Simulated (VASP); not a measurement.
# Ge2Sb2Te5 (P-3m1) in VASP: notebook, part 2 of 2

VASP 6.6.1. The steps go on from the part before.

## (4) Single point, PBE (26.58 Å³/atom)

The input, INCAR:

```
  ALGO = Normal
  EDIFF = 1E-6
  ENCUT = 520
  GGA = PE
  ISIF = 2
  ISMEAR = 0
  LASPH = True
  LCHARG = False
  LREAL = False
  LWAVE = False
  NBANDS = 44
  NELM = 80
  PREC = Accurate
  SIGMA = 0.03
```

The input, KPOINTS:

```
k-points
0
Gamma
  12 12 2
```

The input, POSCAR:

```
Ge2Sb2Te5
1.0
    3.9417350799      0.0000000000      0.0000000000
   -1.9708675399      3.4136427142      0.0000000000
    0.0000000000      0.0000000000     17.7803785983
Ge Sb Te
2 2 5
Direct
    0.0000000000      0.0000000000      0.3313200918
    0.0000000000      0.0000000000      0.6686799082
    0.3333333333      0.6666666667      0.1120971408
    0.6666666667      0.3333333333      0.8879028592
    0.0000000000      0.0000000000      0.0000000000
    0.3333333333      0.6666666667      0.7914345914
    0.6666666667      0.3333333333      0.2085654086
    0.3333333333      0.6666666667      0.4096023866
    0.6666666667      0.3333333333      0.5903976134
```

Potentials or basis: VASP PAW PBE potentials, release 64 (Ge_d, Sb, Te).

Run with:

```
> cat potpaw_PBE.64/Ge_d/POTCAR potpaw_PBE.64/Sb/POTCAR potpaw_PBE.64/Te/POTCAR > POTCAR
> mpirun -np 1 vasp_std > vasp.out
```

OUTCAR:

```text
EDIFF = 1E-6
   ENCUT = 520
   GGA = PE
   ISIF = 2
   ISMEAR = 0
   LASPH = True
   LREAL = False
   NELM = 80
   PREC = Accurate

 ion  position               nearest neighbor table
   1  0.000  0.000  0.331-   8 2.67   8 2.67   8 2.67   7 3.15   7 3.15   7 3.15
   2  0.000  0.000  0.669-   9 2.67   9 2.67   9 2.67   6 3.15   6 3.15   6 3.15
   3  0.333  0.667  0.112-   7 2.85   7 2.85   7 2.85   5 3.03   5 3.03   5 3.03
   4  0.667  0.333  0.888-   6 2.85   6 2.85   6 2.85   5 3.03   5 3.03   5 3.03
   5  0.000  0.000  0.000-   3 3.03   4 3.03   3 3.03   4 3.03   4 3.03   3 3.03
   6  0.333  0.667  0.791-   4 2.85   4 2.85   4 2.85   2 3.15   2 3.15   2 3.15
   7  0.667  0.333  0.209-   3 2.85   3 2.85   3 2.85   1 3.15   1 3.15   1 3.15
   8  0.333  0.667  0.410-   1 2.67   1 2.67   1 2.67
   9  0.667  0.333  0.590-   2 2.67   2 2.67   2 2.67

  LATTYP: Found a hexagonal cell.
 ALAT       =     3.9417350799
 C/A-ratio  =     4.5108000000

  Lattice vectors:

 A1 = (   3.9417350799,   0.0000000000,   0.0000000000)
 A2 = (  -1.9708675399,   3.4136427142,   0.0000000000)
 A3 = (   0.0000000000,   0.0000000000,  17.7803785983)

Analysis of symmetry for initial positions (statically):
=====================================================================
 Subroutine PRICEL returns:
 Original cell was already a primitive cell.

 Routine SETGRP: Setting up the symmetry group for a
 hexagonal supercell.

 Subroutine GETGRP returns: Found 12 space group operations
 (whereof 12 operations were pure point group operations)
 out of a pool of 24 trial point group operations.

The static configuration has the point symmetry D_3d.

Analysis of symmetry for dynamics (positions and initial velocities):
=====================================================================
 Subroutine PRICEL returns:
 Original cell was already a primitive cell.

 Routine SETGRP: Setting up the symmetry group for a
 hexagonal supercell.
[... 144 lines left out ...]
   GGA     = PE    functional components
   LHFCALC =     F    Hartree Fock is set to
   AEXX    =    0.0000 exact exchange contribution
   IVDW    =     0    specifies the selected vdW correction
   LEPSILON=     F    determine dielectric tensor
   LRPA    =     F    only Hartree local field effects (RPA)
 non-spin polarized calculation
 Gauss-broadening in eV      SIGMA  =   0.03
  energy-cutoff  :      520.00
  volume of cell :      239.25
 maximum number of plane-waves:      6493
 NGX is ok and might be reduce to    30
   NGX = 15   NGY = 15   NGZ = 67

 number of electron      68.0000017 magnetization

 Free energy of the ion-electron system (eV)
  ---------------------------------------------------
  ext. energy  EPLUGINS =         0.00000000
  ---------------------------------------------------
  free energy    TOTEN  =       -32.32273904 eV

  energy without entropy =      -32.32122001  energy(sigma->0) =      -32.32197953

 E-fermi :   8.1420     XC(G=0):  -9.9739

 val. band max:        8.1340425099   @ k =   0.4167  -0.0000   0.5000
 cond. band min:       8.1510530582   @ k =   0.0833   0.0833   0.0000
 fundamental gap:      0.0170105483
 Fermi energy:         8.1419988977

 k-point     1 :       0.0000    0.0000    0.0000
  band No.  band energies     occupation
      1     -16.9530      2.00000
      2     -16.9530      2.00000
      3     -16.9530      2.00000
      4     -16.9530      2.00000
      5     -16.9318      2.00000
      6     -16.9318      2.00000
[... 1117 lines left out ...]
     43      11.1742      0.00000
     44      11.3734      0.00000

 [... further k-points ...]

------------------------ aborting loop because EDIFF is reached ----------------------------------------

  FORCE on cell =-STRESS in cart. coord.  units (eV):
  Direction    XX          YY          ZZ          XY          YZ          ZX
  --------------------------------------------------------------------------------------
  -------------------------------------------------------------------------------------
  Total       18.6089246     18.6089246     15.7482362      0.0000000      0.0000000      0.0000000
  in kB      124.6193142    124.6193142    105.4619999      0.0000000      0.0000000      0.0000000
  external PRESSURE =     118.2335427 kB  Pullay stress =       0.0000000 kB

 VOLUME and BASIS-vectors are now :
 -----------------------------------------------------------------------------
  energy-cutoff  :      520.00
  volume of cell :      239.25
      direct lattice vectors                 reciprocal lattice vectors
     3.941735080  0.000000000  0.000000000     0.253695385  0.146471099  0.000000000
    -1.970867540  3.413642714  0.000000000     0.000000000  0.292942198  0.000000000
     0.000000000  0.000000000 17.780378598     0.000000000  0.000000000  0.056241772

 POSITION                                       TOTAL-FORCE (eV/Angst)
 -----------------------------------------------------------------------------------
      0.00000      0.00000      5.89100         0.000000     -0.000000     -0.942715
      0.00000      0.00000     11.88938        -0.000000      0.000000      0.942715
     -0.00000      2.27576      1.99313        -0.000000     -0.000000     -0.670901
      1.97087      1.13788     15.78725        -0.000000      0.000000      0.670901
      0.00000      0.00000      0.00000        -0.000000      0.000000      0.000000
     -0.00000      2.27576     14.07201        -0.000000      0.000000     -1.407885
      1.97087      1.13788      3.70837        -0.000000      0.000000      1.407885
     -0.00000      2.27576      7.28289        -0.000000      0.000000      1.170102
      1.97087      1.13788     10.49749         0.000000      0.000000     -1.170102
 -----------------------------------------------------------------------------------
    total drift:                                0.000000      0.000000      0.000000

  FREE ENERGIE OF THE ION-ELECTRON SYSTEM (eV)
  ---------------------------------------------------
  free  energy   TOTEN  =       -32.3227390416 eV

  energy  without entropy=      -32.3212200103  energy(sigma->0) =      -32.32197953
```

OSZICAR:

```text
N       E                     dE             d eps       ncg     rms          rms(c)
DAV:   1     0.628016733497E+03    0.62802E+03   -0.27653E+04  4208   0.218E+03
DAV:   2     0.708094104099E+02   -0.55721E+03   -0.53366E+03  3612   0.636E+02
DAV:   3    -0.257557099736E+02   -0.96565E+02   -0.93624E+02  3932   0.156E+02
DAV:   4    -0.322907840320E+02   -0.65351E+01   -0.64392E+01  4132   0.475E+01
DAV:   5    -0.325179958936E+02   -0.22721E+00   -0.22656E+00  4640   0.915E+00    0.155E+01
DAV:   6    -0.323713050547E+02    0.14669E+00   -0.75007E-01  4752   0.422E+00    0.105E+01
DAV:   7    -0.327680997113E+02   -0.39679E+00   -0.29961E+00  4400   0.707E+00    0.220E+00
DAV:   8    -0.323144335530E+02    0.45367E+00   -0.15424E+00  4532   0.578E+00    0.689E-01
DAV:   9    -0.323242615885E+02   -0.98280E-02   -0.16717E-01  3824   0.134E+00    0.588E-01
DAV:  10    -0.323234355083E+02    0.82608E-03   -0.10691E-02  4488   0.437E-01    0.443E-01
DAV:  11    -0.323227200180E+02    0.71549E-03   -0.25294E-03  3992   0.216E-01    0.238E-01
DAV:  12    -0.323227946026E+02   -0.74585E-04   -0.69531E-04  4048   0.933E-02    0.111E-01
DAV:  13    -0.323227533923E+02    0.41210E-04   -0.10335E-04  4272   0.435E-02    0.906E-02
DAV:  14    -0.323227357953E+02    0.17597E-04   -0.14760E-04  4196   0.664E-02    0.527E-02
DAV:  15    -0.323227388495E+02   -0.30542E-05   -0.47365E-05  4240   0.340E-02    0.236E-02
DAV:  16    -0.323227390416E+02   -0.19214E-06   -0.30742E-06  3076   0.738E-03
   1 F= -.32322739E+02 E0= -.32321980E+02  d E =-.151903E-02
```

Wall time 4.8 min (1 thread of Intel Xeon 6975P-C (Granite Rapids), shared host); peak memory 0.55 GiB.

Results:

| Item | Value |
| --- | --- |
| Free energy | -32.3227 eV |
| Pressure | 11.8 GPa |
| Largest force | 1.408 eV/Å |
| Band gap on the k mesh | zero (bands 34 and 35 overlap by 0.49 eV) |

Forces on the atoms (eV/Å):
```
Ge   0.000  0.000 -0.943
Ge   0.000  0.000  0.943
Sb   0.000  0.000 -0.671
Sb   0.000  0.000  0.671
Te   0.000  0.000  0.000
Te   0.000  0.000 -1.408
Te   0.000  0.000  1.408
Te   0.000  0.000  1.170
Te   0.000  0.000 -1.170
```

Stress tensor (GPa, compression positive):
```
12.46  0.00  0.00
 0.00 12.46  0.00
 0.00  0.00 10.55
```

Levels at points of the mesh, in eV from the Fermi level:
```csv
k point,band 31,band 32,band 33,band 34,band 35,band 36,band 37,band 38
"(0.00, 0.00, 0.00)",-1.42,-0.73,-0.62,0.35,0.35,0.39,0.50,1.27
"(0.50, 0.00, 0.00)",-2.64,-2.02,-1.60,-1.31,-0.14,0.39,0.72,1.25
"(0.00, 0.00, 0.50)",-1.44,-1.44,-0.29,0.33,0.37,0.37,0.52,1.20
"(0.50, 0.00, 0.50)",-2.45,-2.42,-1.97,-0.81,0.05,0.42,0.63,1.33
```

Caveat: the cell stands under pressure; spin-orbit coupling is left out, which moves the levels of the heavy elements; this functional lacks dispersion, which binds layers or chains, so the pressure and a relaxed spacing across them are unreliable; forces of over 1 eV/Å act on the atoms, so gaps and moduli don't describe the material at rest.

## (5) Single point, PBE (33.34 Å³/atom)

This run uses another cell than the first one, of 33.34 Å³/atom.

The input, INCAR:

```
ALGO     = Normal         # electronic algorithm
EDIFF    = 1E-6           # SCF threshold, eV
ENCUT    = 520            # plane-wave cutoff, eV
GGA      = PE             # functional
ISIF     = 2              # what is computed and relaxed
ISMEAR   = 0              # smearing method
LASPH    = T              # aspherical terms in the spheres
LCHARG   = F              # write CHGCAR
LREAL    = F              # projectors in reciprocal space
LWAVE    = F              # write WAVECAR
NBANDS   = 44             # bands
NELM     = 80             # most SCF steps
PREC     = Accurate       # precision mode
SIGMA    = 0.03           # smearing width, eV
```

KPOINTS is that of step 4.

POSCAR, as its differences from that of step 4:

```diff
@@ -2,5 +2,5 @@
 1.0
-    3.9417350799      0.0000000000      0.0000000000
-   -1.9708675399      3.4136427142      0.0000000000
-    0.0000000000      0.0000000000     17.7803785983
+    4.2506262687      0.0000000000      0.0000000000
+   -2.1253131343      3.6811503307      0.0000000000
+    0.0000000000      0.0000000000     19.1737249728
 Ge Sb Te
```

Potentials or basis: VASP PAW PBE potentials, release 64 (Ge_d, Sb, Te).

Run with:

```
> cat potpaw_PBE.64/Ge_d/POTCAR potpaw_PBE.64/Sb/POTCAR potpaw_PBE.64/Te/POTCAR > POTCAR
> mpirun -np 1 vasp_std > vasp.out
```

OUTCAR:

```text
EDIFF = 1E-6
   ENCUT = 520
   GGA = PE
   ISIF = 2
   ISMEAR = 0
   LASPH = T
   LREAL = F
   NELM = 80
   PREC = Accurate

 ion  position               nearest neighbor table
   1  0.000  0.000  0.331-   8 2.88   8 2.88   8 2.88
   2  0.000  0.000  0.669-   9 2.88   9 2.88   9 2.88
   3  0.333  0.667  0.112-   7 3.07   7 3.07   7 3.07   5 3.26   5 3.26   5 3.26
   4  0.667  0.333  0.888-   6 3.07   6 3.07   6 3.07   5 3.26   5 3.26   5 3.26
   5  0.000  0.000  0.000-   3 3.26   4 3.26   3 3.26   4 3.26   4 3.26   3 3.26
   6  0.333  0.667  0.791-   4 3.07   4 3.07   4 3.07
   7  0.667  0.333  0.209-   3 3.07   3 3.07   3 3.07
   8  0.333  0.667  0.410-   1 2.88   1 2.88   1 2.88
   9  0.667  0.333  0.590-   2 2.88   2 2.88   2 2.88

  LATTYP: Found a hexagonal cell.
 ALAT       =     4.2506262687
 C/A-ratio  =     4.5108000000

  Lattice vectors:

 A1 = (   4.2506262687,   0.0000000000,   0.0000000000)
 A2 = (  -2.1253131343,   3.6811503307,   0.0000000000)
 A3 = (   0.0000000000,   0.0000000000,  19.1737249728)

Analysis of symmetry for initial positions (statically):
[... 198 lines left out ...]
      2     -19.5239      2.00000
      3     -19.5239      2.00000
      4     -19.5239      2.00000
      5     -19.5127      2.00000
      6     -19.5127      2.00000
[... 1117 lines left out ...]
     43       8.2252      0.00000
     44       8.3546      0.00000

 [... further k-points ...]

------------------------ aborting loop because EDIFF is reached ----------------------------------------

  FORCE on cell =-STRESS in cart. coord.  units (eV):
  Direction    XX          YY          ZZ          XY          YZ          ZX
  --------------------------------------------------------------------------------------
  -------------------------------------------------------------------------------------
  Total       -2.7111813     -2.7111813     -6.1559968     -0.0000000     -0.0000000      0.0000000
  in kB      -14.4785870    -14.4785870    -32.8750178     -0.0000000     -0.0000000      0.0000000
  external PRESSURE =     -20.6107306 kB  Pullay stress =       0.0000000 kB

 VOLUME and BASIS-vectors are now :
 -----------------------------------------------------------------------------
  energy-cutoff  :      520.00
  volume of cell :      300.02
      direct lattice vectors                 reciprocal lattice vectors
     4.250626269  0.000000000  0.000000000     0.235259450  0.135827107  0.000000000
    -2.125313134  3.681150331  0.000000000     0.000000000  0.271654214  0.000000000
     0.000000000  0.000000000 19.173724973     0.000000000  0.000000000  0.052154707

 POSITION                                       TOTAL-FORCE (eV/Angst)
 -----------------------------------------------------------------------------------
      0.00000      0.00000      6.35264        -0.000000      0.000000      0.325566
      0.00000      0.00000     12.82108         0.000000      0.000000     -0.325566
     -0.00000      2.45410      2.14932        -0.000000      0.000000      0.135646
      2.12531      1.22705     17.02441        -0.000000     -0.000000     -0.135646
      0.00000      0.00000      0.00000        -0.000000      0.000000     -0.000000
     -0.00000      2.45410     15.17475         0.000000      0.000000      0.456980
      2.12531      1.22705      3.99898        -0.000000     -0.000000     -0.456980
     -0.00000      2.45410      7.85360         0.000000     -0.000000     -0.443292
      2.12531      1.22705     11.32012        -0.000000      0.000000      0.443292
 -----------------------------------------------------------------------------------
    total drift:                               -0.000000     -0.000000      0.000000

  FREE ENERGIE OF THE ION-ELECTRON SYSTEM (eV)
  ---------------------------------------------------
  free  energy   TOTEN  =       -33.6802242014 eV

  energy  without entropy=      -33.6792160633  energy(sigma->0) =      -33.67972013
```

It took 6.8 min on 1 thread of Intel Xeon 6975P-C (Granite Rapids), shared host; peak memory 0.67 GiB.

What came out:

```yaml
Free_energy: -33.6802 eV
Pressure: -2.1 GPa
Largest_force: 0.457 eV/Å
Band_gap_on_the_k_mesh: zero (bands 34 and 35 overlap by 0.07 eV)
```

Forces in eV/Å, atoms in the order of the input:
```
Ge   0.000  0.000  0.326
Ge   0.000  0.000 -0.326
Sb   0.000  0.000  0.136
Sb   0.000  0.000 -0.136
Te   0.000  0.000  0.000
Te   0.000  0.000  0.457
Te   0.000  0.000 -0.457
Te   0.000  0.000 -0.443
Te   0.000  0.000  0.443
```

Caveat: spin-orbit coupling is left out, which moves the levels of the heavy elements; this functional lacks dispersion, which binds layers or chains, so the pressure and a relaxed spacing across them are unreliable.

## (6) The runs side by side

| cell | gap on the mesh (eV) | pressure (GPa) | largest force (eV/Å) |
| --- | --- | --- | --- |
| a = 4.104, b = 4.104, c = 16.399 Å, angles 90.0, 90.0, 120.0°, 9 atoms | none | 11.6 | 1.40 |
| a = 3.785, b = 3.785, c = 19.278 Å, angles 90.0, 90.0, 120.0°, 9 atoms | none | 10.7 | 1.23 |
| a = 3.942, b = 3.942, c = 17.780 Å, angles 90.0, 90.0, 120.0°, 9 atoms | none | 11.8 | 1.41 |
| a = 4.251, b = 4.251, c = 19.174 Å, angles 90.0, 90.0, 120.0°, 9 atoms | none | -2.1 | 0.46 |

Alike in all rows: task single point; level PBE; potentials or basis VASP PAW PBE potentials, release 64 (Ge_d, Sb, Te); no spin polarisation; k mesh 12 × 12 × 2; cutoff (eV) 520; smearing gaussian 0.03 eV.

Caveats: spin-orbit coupling is left out, which moves the levels of the heavy elements; this functional lacks dispersion, which binds layers or chains, so the pressure and a relaxed spacing across them are unreliable; the cell stands under pressure (at least some runs); forces of over 1 eV/Å act on the atoms, so gaps and moduli don't describe the material at rest (at least some runs).

Absolute energies hang on the potentials; compare differences alone.

The gap in the log of VASP goes by the Fermi energy; the results here count the filled bands.